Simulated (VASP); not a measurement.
Here is a VASP 6.6.1 calculation.

INCAR

```
SYSTEM = SrBiSb2Br
PREC = Accurate
ENCUT = 520
EDIFF = 1E-7
ISMEAR = 1
SIGMA = 0.0156
LREAL = .FALSE.
LASPH = .TRUE.
NELM = 80
ALGO = Normal
ISIF = 2
LWAVE = .FALSE.
LCHARG = .FALSE.
GGA = CA
NBANDS = 53
```

The input KPOINTS:

```
Automatic mesh
0
G
  4 4 4
  0 0 0
```

The input POSCAR:

```
SrBiSb2Br
1.0
    6.3067820000      0.0000000000      0.0000000000
    3.1533910000     -7.2678940000      0.0000000000
    0.0000000000      0.0000000000     -6.1607190000
Br Sb Sr Bi
2 4 2 2
Direct
    0.7445000000      0.5110000000      0.7500000000
    0.2555000000      0.4890000000      0.2500000000
    0.2470000000      0.0000000000      0.0000000000
    0.7530000000      0.0000000000      0.5000000000
    0.7530000000      0.0000000000      0.0000000000
    0.2470000000      0.0000000000      0.5000000000
    0.4050000000      0.1900000000      0.7500000000
    0.5950000000      0.8100000000      0.2500000000
    0.0739000000      0.8522000000      0.7500000000
    0.9261000000      0.1478000000      0.2500000000
```

Potentials or basis: VASP PAW LDA potentials, release 64 (Br, Sb, Sr_sv, Bi_d).

Launch:

```console
$ cat potpaw_LDA.64/Br/POTCAR potpaw_LDA.64/Sb/POTCAR potpaw_LDA.64/Sr_sv/POTCAR potpaw_LDA.64/Bi_d/POTCAR > POTCAR
$ mpirun -np 1 vasp_std > vasp.out
```

(1) What does it give for the band gap on the k mesh?

(2) What does it give for the largest force?

(3) What does it give for the pressure?

Answers

(1) zero (bands 42 and 43 overlap by 1.22 eV).

(2) 12.680 eV/Å.

(3) 42.2 GPa.

Caveat: the cell stands under pressure; spin-orbit coupling is left out, which moves the levels of the heavy elements; forces of over 1 eV/Å act on the atoms, so gaps and moduli don't describe the material at rest.
